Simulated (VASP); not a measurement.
A run of VASP 6.6.1 is set up as follows.

The input POSCAR:

```
ZnS
1.0
    3.8836644278      0.0000000000      0.0000000000
   -1.9418322139      3.3633520543      0.0000000000
    0.0000000000      0.0000000000      6.3607497755
Zn S
2 2
Direct
    0.3333333333      0.6666666667      0.0051602435
    0.6666666667      0.3333333333      0.5051602435
    0.3333333333      0.6666666667      0.3798397565
    0.6666666667      0.3333333333      0.8798397565
```

Contents of INCAR.step1:

```
SYSTEM = ZnS
ALGO = Normal
EDIFF = 1E-4
ENCUT = 520
GGA = PE
ISMEAR = 0
LASPH = .True.
LCHARG = .False.
LREAL = .False.
LWAVE = .True.
NBANDS = 26
NELM = 80
PREC = Accurate
SIGMA = 0.02
```

Contents of INCAR.step2:

```
SYSTEM = ZnS
ALGO = Normal
EDIFF = 1E-6
ENCUT = 520
ISIF = 2
ISMEAR = 0
ISTART = 1
LASPH = .True.
LCHARG = .True.
LELF = .True.
LMIXTAU = .True.
LREAL = .False.
LVHAR = .True.
LWAVE = .False.
METAGGA = R2SCAN
NBANDS = 26
NELM = 80
PREC = Accurate
SIGMA = 0.02
```

Contents of KPOINTS:

```
k-points
0
Gamma
  6 6 4
  0 0 0
```

Potentials or basis: VASP PAW PBE potentials, release 64 (Zn, S).

The run is started by

```sh
$ cat potpaw_PBE.64/Zn/POTCAR potpaw_PBE.64/S/POTCAR > POTCAR
$ cp INCAR.step1 INCAR
$ mpirun -np 1 vasp_std > vasp.out
$ cp INCAR.step2 INCAR
$ mpirun -np 1 vasp_std > vasp.out
```

Estimate the pressure.

-4.0 GPa.

Estimate the largest force.

0.005 eV/Å.

What does it give for the band gap on the k mesh?

2.51 eV.

Forces on the atoms (eV/Å):
```
Zn   0.000  0.000  0.005
Zn   0.000  0.000  0.005
S    0.000  0.000 -0.005
S    0.000  0.000 -0.005
```

Caveat: the cell stands under tension; the PAW data sets were made with another functional, which shifts forces and pressure a little.
